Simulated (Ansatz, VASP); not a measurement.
**LiCl: VASP beside Ansatz**

INCAR

```
SYSTEM = LiCl
  PREC = Accurate
  ENCUT = 600
  EDIFF = 1E-6
  ISMEAR = -1
  SIGMA = 0.05
  LREAL = .False.
  LASPH = .True.
  NELM = 60
  ALGO = Normal
  ISIF = 3
  LWAVE = .False.
  LCHARG = .False.
  GGA = RP
  IVDW = 13
  IBRION = 2
  NSW = 80
  EDIFFG = -0.005
```

File KPOINTS:

```
Automatic mesh
0
Gamma
  9 9 9
  0 0 0
```

The input POSCAR:

```
LiCl
1.0
    0.0000000000      2.5647700000      2.5647700000
    2.5647700000      0.0000000000      2.5647700000
    2.5647700000      2.5647700000      0.0000000000
Cl Li
1 1
Direct
    0.5000000000      0.5000000000      0.5000000000
    0.0000000000      0.0000000000      0.0000000000
```

Contents of input.yaml:

```yaml
crystal:
  lattice:
    - [0.0, 2.56477, 2.56477]
    - [2.56477, 0.0, 2.56477]
    - [2.56477, 2.56477, 0.0]
  atoms:
    - { symbol: Cl, position: [0.5, 0.5, 0.5] }
    - { symbol: Li, position: [0.0, 0.0, 0.0] }
kpoints:
  mp_grid: { grid: [9, 9, 9] }
scf:
  occupations: { method: fermi_dirac, width: 0.05 }
hamiltonian:
  xc: rpbe
  dispersion: d4
  pseudopotentials: { kind: all_electron, lapw: { basis_error: 0.001 } }
output:
  forces: true
  stress: true
relax:
  f_tol: 0.005
  max_steps: 60
  cell: {}
```

Alike in both runs: task relaxation of cell and atoms; functional RPBE; dispersion D4; k mesh 9 × 9 × 9; occupations fermi-dirac, width 0.05 eV; no spin polarisation.

|  | VASP | Ansatz |
| --- | --- | --- |
| version | VASP 6.6.1 | Ansatz 0.2.0 |
| potentials or method | VASP PAW PBE potentials, release 64 (Cl, Li_sv), cutoff 600 eV | all-electron LAPW, scalar-relativistic |

Ansatz gave:

```
relaxed volume (Å³/atom)                                     : 16.58
relaxed cell length with the largest relative difference (Å) : 3.606
```

Q: Estimate VASP's values.

A: Relaxed volume (Å³/atom): 16.47; relaxed cell length with the largest relative difference (Å): 3.598.

VASP's potentials were made for PBE, not for RPBE. Ansatz ran all-electron here, and VASP with PAW potentials.

Noted on VASP's run: the cutoff is short for stress, so the pressure is rough.
